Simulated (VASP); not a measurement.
# Na: relaxation of cell and atoms with PBEsol

The system is Na.

```
CELL_PARAMETERS angstrom
0.00000 2.69500 2.69500
2.69500 0.00000 2.69500
2.69500 2.69500 0.00000
ATOMIC_POSITIONS crystal
Na 0.00000 0.00000 0.00000
```

This isn't the form of Na at room conditions, which is bcc.

```
Program                : VASP 6.6.1
Task                   : relaxation of cell and atoms
Functional             : PBEsol
Potentials or basis    : VASP PAW PBE potentials, release 64 (Na_pv)
Cutoff                 : 500 eV
k mesh                 : 15 × 15 × 15
Occupations            : fermi-dirac, width 0.05 eV
Spin                   : no spin polarisation
Target pressure        : 10 GPa
Dipole correction      : no
Further INCAR settings : ALGO = Normal; EDIFF = 1e-07; IBRION = 2; EDIFFG = -0.02; NSW = 80; ISIF = 3
```

```json
{"Relaxed volume": "21.92 Å³/atom", "Relaxed cell": "a = 3.141 Å, b = 3.141 Å, c = 3.141 Å, α = 60.00°, β = 60.00°, γ = 60.00°", "Space group after relaxing (to 0.1 Å)": "Fm-3m (No. 225)", "Energy change on relaxing (the run minimises the enthalpy)": "+300.3 meV/atom", "Ionic steps": "4", "Pressure after relaxing": "10.1 GPa", "Band gap on the k mesh": "zero (an odd number of electrons rules out a gap without spin polarisation)"}
```

Step by step:
```
step  energy change (eV)  largest force (eV/Å)  pressure (GPa)  volume (Å³)
   1              0.0000                0.0000           -0.52        39.15
   2              0.1072                0.0000            4.55        26.32
   3              0.2472                0.0000            8.64        22.83
   4              0.3003                0.0000           10.14        21.92
```

Final structure:
```
Na
1.0
     0.00000    2.22123    2.22123
     2.22123    0.00000    2.22123
     2.22123    2.22123    0.00000
Na
1
Cartesian
  2.2212 0.0000 2.2212
```

Levels at points of the mesh, in eV from the Fermi level:
```csv
k point,band 1,band 2,band 3,band 4,band 5,band 6,band 7
"(0.00, 0.00, 0.00)",-24.62,-24.62,-24.62,-4.59,14.64,14.64,14.64
```

Run time: 82 s on 1 thread of Intel(R) Xeon(R) Platinum 8259CL CPU @ 2.50GHz (Skylake/Cascade Lake), with other jobs on the host, peak memory 0.16 GiB.

Caveat: the cell is relaxed towards a set pressure, so the run minimises the enthalpy, not the energy; the volume moved by over 15 % at a fixed basis, so the end points are rough; the PAW data sets were made with another functional, which shifts forces and pressure a little.
